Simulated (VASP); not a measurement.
Input of a VASP 6.6.1 run:

INCAR

```
PREC = Accurate
ENCUT = 520
EDIFF = 1E-6
ISMEAR = -1
SIGMA = 0.08
LREAL = False
LASPH = True
NELM = 100
ALGO = Normal
ISIF = 2
LWAVE = False
LCHARG = False
GGA = PS
NBANDS = 16
```

KPOINTS

```
regular mesh
0
Gamma
  8 8 5
```

Contents of POSCAR:

```
Cs
1.0
    5.3998380542      0.0000000000      0.0000000000
   -2.6999190271      4.6763969313      0.0000000000
    0.0000000000      0.0000000000      8.7477376479
Cs
2
Direct
    0.3333333333      0.6666666667      0.2500000000
    0.6666666667      0.3333333333      0.7500000000
```

Potentials or basis: VASP PAW PBE potentials, release 64 (Cs_sv).

The run is started by

```console
$ cat potpaw_PBE.64/Cs_sv/POTCAR > POTCAR
$ mpirun -np 1 vasp_std > vasp.out
```

**Question.** What does it give for the pressure?

**Answer.** 0.0 GPa.

**Question.** What does it give for the band gap on the k mesh?

**Answer.** Zero (band 9 reaches 1.00 eV, above the bottom of band 10 at -0.36 eV).

Caveat: the PAW data sets were made with another functional, which shifts forces and pressure a little; spin-orbit coupling is left out, which moves the levels of the heavy elements.
